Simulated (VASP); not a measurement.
# BeAs2C (P-4m2) in VASP: settings compared, part 2 of 2

VASP 6.6.1. Earlier steps stand in the parts before.

**3. Single point, r2SCAN**

The input, POSCAR:

```
BeAs2C
1.0
    3.4247097982      0.0000000000      0.0000000000
    0.0000000000      3.4247097982      0.0000000000
    0.0000000000      0.0000000000      4.8968630612
Be As C
1 2 1
Direct
    0.0000000000      0.0000000000      0.0000000000
    0.0000000000      0.5000000000      0.2605674643
    0.5000000000      0.0000000000      0.7394325357
    0.5000000000      0.5000000000      0.5000000000
```

The input, INCAR.step1:

```
ALGO = Normal
EDIFF = 1E-5
ENCUT = 660
GGA = PE
GGA_COMPAT = F
ISMEAR = -1
LASPH = T
LCHARG = F
LREAL = F
LWAVE = T
NBANDS = 16
NELM = 120
PREC = Accurate
SIGMA = 0.02
```

The input, INCAR.step2:

```
ALGO = Normal
EDIFF = 1E-6
ENCUT = 660
GGA_COMPAT = F
ISIF = 2
ISMEAR = -1
ISTART = 1
LASPH = T
LCHARG = F
LMIXTAU = T
LREAL = F
LWAVE = F
METAGGA = R2SCAN
NBANDS = 16
NELM = 120
PREC = Accurate
SIGMA = 0.02
```

The input, KPOINTS:

```
k-points
0
Gamma
  4 4 2
```

Potentials or basis: VASP PAW PBE potentials, release 64 (Be, As, C).

Run with:

```
$ cat potpaw_PBE.64/Be/POTCAR potpaw_PBE.64/As/POTCAR potpaw_PBE.64/C/POTCAR > POTCAR
$ cp INCAR.step1 INCAR
$ mpirun -np 1 vasp_std > vasp.out
$ cp INCAR.step2 INCAR
$ mpirun -np 1 vasp_std > vasp.out
```

OUTCAR:

```text
EDIFF = 1E-6
   ENCUT = 660
   ISIF = 2
   ISMEAR = -1
   ISTART = 1
   LASPH = T
   LREAL = F
   METAGGA = R2SCAN
   NELM = 120
   PREC = Accurate

 ion  position               nearest neighbor table
   1  0.000  0.000  0.000-   2 2.14   3 2.14   2 2.14   3 2.14
   2  0.000  0.500  0.261-   4 2.08   4 2.08   1 2.14   1 2.14
   3  0.500  0.000  0.739-   4 2.08   4 2.08   1 2.14   1 2.14
   4  0.500  0.500  0.500-   2 2.08   3 2.08   3 2.08   2 2.08

  LATTYP: Found a simple tetragonal cell.
 ALAT       =     3.4247097982
 C/A-ratio  =     1.4298621926

  Lattice vectors:

 A1 = (   3.4247097982,   0.0000000000,   0.0000000000)
 A2 = (   0.0000000000,   3.4247097982,   0.0000000000)
 A3 = (   0.0000000000,   0.0000000000,   4.8968630612)

Analysis of symmetry for initial positions (statically):
=====================================================================
 Subroutine PRICEL returns:
 Original cell was already a primitive cell.

 Routine SETGRP: Setting up the symmetry group for a
 simple tetragonal supercell.

 Subroutine GETGRP returns: Found  8 space group operations
 (whereof  8 operations were pure point group operations)
 out of a pool of 16 trial point group operations.

The static configuration has the point symmetry D_2d.

Analysis of symmetry for dynamics (positions and initial velocities):
=====================================================================
 Subroutine PRICEL returns:
 Original cell was already a primitive cell.

 Routine SETGRP: Setting up the symmetry group for a
 simple tetragonal supercell.

 Subroutine GETGRP returns: Found  8 space group operations
 (whereof  8 operations were pure point group operations)
 out of a pool of 16 trial point group operations.

The dynamic configuration has the point symmetry D_2d.

 Subroutine INISYM returns: Found  8 space group operations
 (whereof  8 operations are pure point group operations),
 and found     1 'primitive' translations

----------------------------------------------------------------------------------------

                                     Primitive cell

  volume of cell :      57.4335

  direct lattice vectors                    reciprocal lattice vectors
     3.424709798  0.000000000  0.000000000     0.291995544  0.000000000  0.000000000
     0.000000000  3.424709798  0.000000000     0.000000000  0.291995544  0.000000000
     0.000000000  0.000000000  4.896863061     0.000000000  0.000000000  0.204212368

  length of vectors
     3.424709798  3.424709798  4.896863061     0.291995544  0.291995544  0.204212368

  position of ions in fractional coordinates (direct lattice)
     0.000000000  0.000000000  0.000000000
     0.000000000  0.500000000  0.260567464
     0.500000000  0.000000000  0.739432536
     0.500000000  0.500000000  0.500000000

  ion indices of the primitive-cell ions
   primitive index   ion index
                 1           1
                 2           2
                 3           3
                 4           4

[... 28 lines left out ...]
  0.000000  0.000000  0.000000      1.000000
  0.250000  0.000000  0.000000      4.000000
  0.500000  0.000000  0.000000      2.000000
  0.250000  0.250000  0.000000      4.000000
  0.500000  0.250000  0.000000      4.000000
  0.500000  0.500000  0.000000      1.000000
  0.000000  0.000000  0.500000      1.000000
  0.250000  0.000000  0.500000      4.000000
  0.500000  0.000000  0.500000      2.000000
  0.250000  0.250000  0.500000      4.000000
  0.500000  0.250000  0.500000      4.000000
  0.500000  0.500000  0.500000      1.000000
   k-points           NKPTS =     12   k-points in BZ     NKDIM =     12   number of bands    NBANDS=     16
   number of dos      NEDOS =    301   number of ions     NIONS =      4
   total plane-waves  NPLWV =  37800
   dimension x,y,z NGX =    30 NGY =   30 NGZ =   42
   dimension x,y,z NGXF=    60 NGYF=   60 NGZF=   84
   ions per type =               1   2   1
   NGX,Y,Z   is equivalent  to a cutoff of  14.56, 14.56, 14.26 a.u.
   NGXF,Y,Z  is equivalent  to a cutoff of  29.13, 29.13, 28.52 a.u.
 SYSTEM =  unknown system
   PREC   = accura    normal or accurate (medium, high low for compatibility)
   ISTART =      1    job   : 0-new  1-cont  2-samecut
   ICHARG =      0    charge: 1-file 2-atom 10-const
   ISPIN  =      1    spin polarized calculation?
   LNONCOLLINEAR =      F non collinear calculations
   LSORBIT =      F    spin-orbit coupling
   LASPH  =      T    aspherical Exc in radial PAW
   ENCUT  =  660.0 eV  48.51 Ry    6.96 a.u.   7.17  7.17 10.26*2*pi/ulx,y,z
   NELM   =    120;   NELMIN=  2; NELMDL=  0     # of ELM steps
   EDIFF  = 0.1E-05   stopping-criterion for ELM
   LREAL  =      F    real-space projection
   EDIFFG = 0.1E-04   stopping-criterion for IOM
   NSW    =      0    number of steps for IOM
   IBRION =     -1    ionic relax: 0-MD 1-quasi-New 2-CG
   NFREE  =      0    steps in history (QN), initial steepest desc. (CG)
   ISIF   =      2    stress and relaxation
   ISYM   =      2    0-nonsym 1-usesym 2-fastsym
   POTIM  = 0.5000    time-step for ionic-motion
   TEBEG  =    0.0;   TEEND  =   0.0 temperature during run
   PSTRESS=    0.0 pullay stress
   NELECT =      16.0000    total number of electrons
   NUPDOWN=      -1.0000    fix difference up-down
   EMIN   =  10.00;   EMAX   =-10.00  energy-range for DOS
   EFERMI =   0.00;   METHOD = LEGACY
   ISMEAR =    -1;   SIGMA  =   0.02  broadening in eV -4-tet -1-fermi 0-gaus
   EFERMI_NEDOS =   21; number of points for ismear=-14 and -15
   IALGO  =     38    algorithm
   IMIX   =      4    mixing-type and parameters
     AMIX     =   0.40;   BMIX     =  1.00
     AMIX_MAG =   1.60;   BMIX_MAG =  1.00
  volume/ion in A,a.u.               =      14.36        96.90
  Fermi-wavevector in a.u.,A,eV,Ry     =   1.069202  2.020498 15.554076  1.143192
  Thomas-Fermi vector in A             =   2.204874
   LORBIT       =      0    0 simple, 1 ext, 2 COOP (PROOUT), +10 PAW based schemes
   METAGGA = R2SCAN    functional components
   LHFCALC =     F    Hartree Fock is set to
   AEXX    =    0.0000 exact exchange contribution
   IVDW    =     0    specifies the selected vdW correction
   LEPSILON=     F    determine dielectric tensor
   LRPA    =     F    only Hartree local field effects (RPA)
 non-spin polarized calculation
  energy-cutoff  :      660.00
  volume of cell :       57.43
 maximum number of plane-waves:      2228
 NGX is ok and might be reduce to    30
   NGX = 15   NGY = 15   NGZ = 21

 number of electron      16.0000000 magnetization

 Free energy of the ion-electron system (eV)
  ---------------------------------------------------
  ext. energy  EPLUGINS =         0.00000000
  ---------------------------------------------------
  free energy    TOTEN  =       -41.91078853 eV

  energy without entropy =      -41.90797463  energy(sigma->0) =      -41.90938158

 E-fermi :   5.7522     XC(G=0): -10.7809

 val. band max:        5.7302202182   @ k =   0.2500   0.0000   0.0000
 cond. band min:       5.9464084063   @ k =   0.5000   0.5000   0.0000
 fundamental gap:      0.2161881881
 Fermi energy:         5.7521937383

 k-point     1 :       0.0000    0.0000    0.0000
  band No.  band energies     occupation
      1     -10.8864      2.00000
      2      -5.9658      2.00000
      3      -3.4478      2.00000
      4       0.8926      2.00000
      5       0.8926      2.00000
      6       4.8797      2.00000
[... 205 lines left out ...]
      3      -5.8384      2.00000
      4      -0.6084      2.00000
      5       0.4732      2.00000
      6       0.4732      2.00000
[... 8 lines left out ...]
     15      13.0179      0.00000
     16      15.1734      0.00000

------------------------ aborting loop because EDIFF is reached ----------------------------------------

  FORCE on cell =-STRESS in cart. coord.  units (eV):
  Direction    XX          YY          ZZ          XY          YZ          ZX
  --------------------------------------------------------------------------------------
  -------------------------------------------------------------------------------------
  Total        0.6672458      0.6672458      0.3995795      0.0000000      0.0000000      0.0000000
  in kB       18.6136227     18.6136227     11.1467507      0.0000000      0.0000000      0.0000000
  external PRESSURE =      16.1246654 kB  Pullay stress =       0.0000000 kB

 VOLUME and BASIS-vectors are now :
 -----------------------------------------------------------------------------
  energy-cutoff  :      660.00
  volume of cell :       57.43
      direct lattice vectors                 reciprocal lattice vectors
     3.424709798  0.000000000  0.000000000     0.291995544  0.000000000  0.000000000
     0.000000000  3.424709798  0.000000000     0.000000000  0.291995544  0.000000000
     0.000000000  0.000000000  4.896863061     0.000000000  0.000000000  0.204212368

 POSITION                                       TOTAL-FORCE (eV/Angst)
 -----------------------------------------------------------------------------------
      0.00000      0.00000      0.00000         0.000000     -0.000000      0.000000
      0.00000      1.71235      1.27596         0.000000     -0.000000      0.236018
      1.71235      0.00000      3.62090        -0.000000      0.000000     -0.236018
      1.71235      1.71235      2.44843         0.000000     -0.000000      0.000000
 -----------------------------------------------------------------------------------
    total drift:                                0.000000      0.000000      0.000000

  FREE ENERGIE OF THE ION-ELECTRON SYSTEM (eV)
  ---------------------------------------------------
  free  energy   TOTEN  =       -41.9107885324 eV

  energy  without entropy=      -41.9079746315  energy(sigma->0) =      -41.90938158
```

It took 67 s on 1 thread of Intel Xeon 8259CL, shared host; peak memory 0.2 GiB.

What came out:

| Property | Result |
| --- | --- |
| Free energy | -41.9108 eV |
| Pressure | 1.6 GPa |
| Largest force | 0.236 eV/Å |
| Band gap on the k mesh | zero (bands 8 and 9 overlap by 0.51 eV) |

Forces on the atoms (eV/Å):
```
Be   0.000  0.000  0.000
As   0.000  0.000  0.236
As   0.000  0.000 -0.236
C    0.000  0.000  0.000
```

Levels at points of the mesh, in eV from the Fermi level:
```tsv
k point	band 5	band 6	band 7	band 8	band 9	band 10	band 11	band 12
(0.00, 0.00, 0.00)	-4.86	-0.87	-0.49	0.31	0.31	1.43	3.27	3.27
(0.50, 0.00, 0.00)	-5.34	-4.86	-3.88	-0.56	1.38	4.39	4.97	5.08
(0.50, 0.50, 0.00)	-5.54	-4.37	-4.37	-3.00	0.19	1.71	1.71	3.73
(0.00, 0.00, 0.50)	-4.47	-3.69	-1.31	-1.31	0.63	0.92	4.96	5.89
(0.50, 0.00, 0.50)	-3.80	-2.72	-1.71	-0.38	-0.20	4.08	4.26	4.50
(0.50, 0.50, 0.50)	-5.28	-5.28	-4.98	-4.90	3.78	4.77	5.28	5.28
```

Caveat: the k points lie up to 0.64 Å⁻¹ apart, too coarse for converged energies and pressures of a metal; the PAW data sets were made with another functional, which shifts forces and pressure a little.

**4. Single point, PBE**

The input, INCAR:

```
SYSTEM = BeAs2C
PREC = Accurate
ENCUT = 600
EDIFF = 1E-6
ISMEAR = -1
SIGMA = 0.02
LREAL = .False.
LASPH = .True.
NELM = 120
ALGO = Normal
ISIF = 2
LWAVE = .False.
LCHARG = .True.
GGA = PE
LELF = .True.
LVHAR = .True.
NBANDS = 16
GGA_COMPAT = .False.
```

The input, KPOINTS:

```
Automatic mesh
0
Gamma
  6 6 4
  0 0 0
```

POSCAR is that of step 3.

Potentials or basis: VASP PAW PBE potentials, release 64 (Be, As, C).

Run with:

```
$ cat potpaw_PBE.64/Be/POTCAR potpaw_PBE.64/As/POTCAR potpaw_PBE.64/C/POTCAR > POTCAR
$ mpirun -np 1 vasp_std > vasp.out
```

OUTCAR:

```text
SYSTEM = BeAs2C
   PREC = Accurate
   ENCUT = 600
   EDIFF = 1E-6
   ISMEAR = -1
   LREAL = .False.
   LASPH = .True.
   NELM = 120
   ISIF = 2
   GGA = PE

 ion  position               nearest neighbor table
   1  0.000  0.000  0.000-   2 2.14   3 2.14   2 2.14   3 2.14
   2  0.000  0.500  0.261-   4 2.08   4 2.08   1 2.14   1 2.14
   3  0.500  0.000  0.739-   4 2.08   4 2.08   1 2.14   1 2.14
   4  0.500  0.500  0.500-   2 2.08   3 2.08   3 2.08   2 2.08

  LATTYP: Found a simple tetragonal cell.
 ALAT       =     3.4247097982
 C/A-ratio  =     1.4298621926

  Lattice vectors:

 A1 = (   3.4247097982,   0.0000000000,   0.0000000000)
 A2 = (   0.0000000000,   3.4247097982,   0.0000000000)
 A3 = (   0.0000000000,   0.0000000000,   4.8968630612)

Analysis of symmetry for initial positions (statically):
=====================================================================
 Subroutine PRICEL returns:
 Original cell was already a primitive cell.

 Routine SETGRP: Setting up the symmetry group for a
 simple tetragonal supercell.

 Subroutine GETGRP returns: Found  8 space group operations
 (whereof  8 operations were pure point group operations)
 out of a pool of 16 trial point group operations.

The static configuration has the point symmetry D_2d.

Analysis of symmetry for dynamics (positions and initial velocities):
=====================================================================
 Subroutine PRICEL returns:
 Original cell was already a primitive cell.

 Routine SETGRP: Setting up the symmetry group for a
 simple tetragonal supercell.

 Subroutine GETGRP returns: Found  8 space group operations
 (whereof  8 operations were pure point group operations)
 out of a pool of 16 trial point group operations.

The dynamic configuration has the point symmetry D_2d.

 Subroutine INISYM returns: Found  8 space group operations
[... 115 lines left out ...]
   EFERMI =   0.00;   METHOD = LEGACY
   ISMEAR =    -1;   SIGMA  =   0.02  broadening in eV -4-tet -1-fermi 0-gaus
   EFERMI_NEDOS =   21; number of points for ismear=-14 and -15
   IALGO  =     38    algorithm
   IMIX   =      4    mixing-type and parameters
     AMIX     =   0.40;   BMIX     =  1.00
     AMIX_MAG =   1.60;   BMIX_MAG =  1.00
  volume/ion in A,a.u.               =      14.36        96.90
  Fermi-wavevector in a.u.,A,eV,Ry     =   1.069202  2.020498 15.554076  1.143192
  Thomas-Fermi vector in A             =   2.204874
   LORBIT       =      0    0 simple, 1 ext, 2 COOP (PROOUT), +10 PAW based schemes
   GGA     = PE    functional components
   LHFCALC =     F    Hartree Fock is set to
   AEXX    =    0.0000 exact exchange contribution
   IVDW    =     0    specifies the selected vdW correction
   LEPSILON=     F    determine dielectric tensor
   LRPA    =     F    only Hartree local field effects (RPA)
 non-spin polarized calculation
  energy-cutoff  :      600.00
  volume of cell :       57.43
 maximum number of plane-waves:      1936
 NGX is ok and might be reduce to    28
   NGX = 13   NGY = 13   NGZ = 19

 number of electron      15.9999999 magnetization

 Free energy of the ion-electron system (eV)
  ---------------------------------------------------
  ext. energy  EPLUGINS =         0.00000000
  ---------------------------------------------------
  free energy    TOTEN  =       -20.40930538 eV

  energy without entropy =      -20.40891156  energy(sigma->0) =      -20.40910847

 E-fermi :   5.9744     XC(G=0): -10.2730

 val. band max:        5.9461855253   @ k =   0.5000   0.5000   0.0000
 cond. band min:       6.0430721179   @ k =   0.1667   0.0000   0.0000
 fundamental gap:      0.0968865926
 Fermi energy:         5.9744059619

 k-point     1 :       0.0000    0.0000    0.0000
  band No.  band energies     occupation
      1      -9.9928      2.00000
      2      -5.3802      2.00000
      3      -2.8110      2.00000
      4       1.2058      2.00000
      5       1.2058      2.00000
      6       5.0032      2.00000
[... 433 lines left out ...]
      3      -3.8524      2.00000
      4      -1.3920      2.00000
      5       2.1937      2.00000
      6       3.2742      2.00000
[... 8 lines left out ...]
     15      14.0897      0.00000
     16      15.1242      0.00000

 [... further k-points ...]
[... 5 lines left out ...]
  --------------------------------------------------------------------------------------
  -------------------------------------------------------------------------------------
  Total        0.9097415      0.9097415      0.8757734      0.0000000     -0.0000000     -0.0000000
  in kB       25.3783334     25.3783334     24.4307508      0.0000000     -0.0000000     -0.0000000
  external PRESSURE =      25.0624725 kB  Pullay stress =       0.0000000 kB

 VOLUME and BASIS-vectors are now :
 -----------------------------------------------------------------------------
  energy-cutoff  :      600.00
  volume of cell :       57.43
      direct lattice vectors                 reciprocal lattice vectors
     3.424709798  0.000000000  0.000000000     0.291995544  0.000000000  0.000000000
     0.000000000  3.424709798  0.000000000     0.000000000  0.291995544  0.000000000
     0.000000000  0.000000000  4.896863061     0.000000000  0.000000000  0.204212368

 POSITION                                       TOTAL-FORCE (eV/Angst)
 -----------------------------------------------------------------------------------
      0.00000      0.00000      0.00000        -0.000000     -0.000000      0.000000
      0.00000      1.71235      1.27596         0.000000     -0.000000     -0.083757
      1.71235      0.00000      3.62090        -0.000000     -0.000000      0.083757
      1.71235      1.71235      2.44843        -0.000000      0.000000      0.000000
 -----------------------------------------------------------------------------------
    total drift:                                0.000000      0.000000      0.000000

  FREE ENERGIE OF THE ION-ELECTRON SYSTEM (eV)
  ---------------------------------------------------
  free  energy   TOTEN  =       -20.4093053779 eV

  energy  without entropy=      -20.4089115644  energy(sigma->0) =      -20.40910847
```

OSZICAR:

```text
N       E                     dE             d eps       ncg     rms          rms(c)
DAV:   1     0.504108656865E+02    0.50411E+02   -0.73166E+03   960   0.970E+02
DAV:   2    -0.177645723317E+02   -0.68175E+02   -0.61986E+02  1328   0.159E+02
DAV:   3    -0.215800953911E+02   -0.38155E+01   -0.37706E+01  1240   0.386E+01
DAV:   4    -0.216149619973E+02   -0.34867E-01   -0.34856E-01  1152   0.445E+00
DAV:   5    -0.216152959650E+02   -0.33397E-03   -0.33394E-03  1264   0.406E-01    0.641E+00
DAV:   6    -0.205658824489E+02    0.10494E+01   -0.10992E+00  1224   0.701E+00    0.315E+00
DAV:   7    -0.204229162604E+02    0.14297E+00   -0.32091E-01  1256   0.390E+00    0.136E+00
DAV:   8    -0.204091611796E+02    0.13755E-01   -0.57350E-02  1168   0.135E+00    0.478E-01
DAV:   9    -0.204088806524E+02    0.28053E-03   -0.43169E-03  1168   0.427E-01    0.110E-01
DAV:  10    -0.204092437579E+02   -0.36311E-03   -0.52965E-04  1144   0.155E-01    0.363E-02
DAV:  11    -0.204092995470E+02   -0.55789E-04   -0.88091E-05  1232   0.619E-02    0.137E-02
DAV:  12    -0.204093039170E+02   -0.43700E-05   -0.90186E-06  1224   0.193E-02    0.560E-03
DAV:  13    -0.204093053917E+02   -0.14747E-05   -0.27606E-06  1136   0.110E-02    0.175E-03
DAV:  14    -0.204093053779E+02    0.13781E-07   -0.66695E-08   624   0.224E-03
   1 F= -.20409305E+02 E0= -.20409108E+02  d E =-.393814E-03
```

stdout:

```text
POSCAR found type information on POSCAR BeAsC
 POSCAR found :  3 types and       4 ions
 scaLAPACK will be used
 LDA part: xc-table for (Slater+PW92), standard interpolation
 POSCAR, INCAR and KPOINTS ok, starting setup
 FFT: planning ... GRIDC
 FFT: planning ... GRID_SOFT
 FFT: planning ... GRID
 WAVECAR not read
 entering main loop
```

Wall time 32 s (1 thread of Intel Xeon 8259CL, shared host); peak memory 0.2 GiB.

What came out:

- Free energy: -20.4093 eV
- Pressure: 2.5 GPa
- Largest force: 0.084 eV/Å
- Band gap on the k mesh: zero (bands 8 and 9 overlap by 0.62 eV)

Forces on the atoms (eV/Å):
```
Be   0.000  0.000  0.000
As   0.000  0.000 -0.084
As   0.000  0.000  0.084
C    0.000  0.000  0.000
```

Stress tensor (GPa, compression positive):
```
2.54 0.00 0.00
0.00 2.54 0.00
0.00 0.00 2.44
```

**5. The runs side by side**

| level | potentials or basis | k mesh | cutoff (eV) | gap on the mesh (eV) | pressure (GPa) | largest force (eV/Å) |
| --- | --- | --- | --- | --- | --- | --- |
| LDA | VASP PAW LDA potentials, release 64 (Be, As, C) | 4 × 4 × 4 | 600 | none | -3.0 | 0.19 |
| r2SCAN | VASP PAW PBE potentials, release 64 (Be, As, C) | 4 × 4 × 2 | 660 | none | 1.6 | 0.24 |
| PBE | VASP PAW PBE potentials, release 64 (Be, As, C) | 6 × 6 × 4 | 600 | none | 2.5 | 0.08 |

Alike in all rows: task single point; no spin polarisation; cell as given; smearing fermi-dirac 0.02 eV.

Caveats: some runs use coarse meshes; the PAW data sets were made with another functional, which shifts forces and pressure a little (at least some runs).

Absolute energies hang on the potentials; compare differences alone.

The gap in the log of VASP goes by the Fermi energy; the results here count the filled bands.